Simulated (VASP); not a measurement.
GaAs, 32 atoms in the cell. The structure is cubic, space group F-43m (No. 216). The conventional cell has a = 5.666 Å, b = 5.666 Å, c = 5.666 Å, α = 90.00°, β = 90.00°, γ = 90.00°. Ga (site symmetry -43m) has 4 As at 2.45 Å within 3.2 Å. As (site symmetry -43m) has 4 Ga at 2.45 Å within 3.2 Å. 

| Item | Value |
| --- | --- |
| Program | VASP 6.6.1 |
| Task | single point |
| Functional | r2SCAN |
| Potentials or basis | VASP PAW PBE potentials, release 64 (Ga_d, As) |
| Cutoff | 520 eV |
| k mesh | 2 × 2 × 2, shifted |
| Occupations | gaussian, width 0.01 eV |
| Spin | no spin polarisation |
| Dipole correction | no |
| Further INCAR settings | LREAL = Auto; ALGO = Normal; EDIFF = 1e-06; NBANDS = 166 |

Potentials or basis: VASP PAW PBE potentials, release 64 (Ga_d, As).

Command:

```console
$ cat potpaw_PBE.64/Ga_d/POTCAR potpaw_PBE.64/As/POTCAR > POTCAR
$ cp INCAR.step1 INCAR
$ mpirun -np 1 vasp_std > vasp.out
$ cp INCAR.step2 INCAR
$ mpirun -np 1 vasp_std > vasp.out
```

Hardware: 1 thread of Oxide Virtual Turin-like Processor, with other jobs on the host.

Problem. How long does it take, and how much memory?

Solution. It took 74 min on 1 thread of Oxide Virtual Turin-like Processor (shared host), peak memory 1.2 GiB. Counts: k points 2.
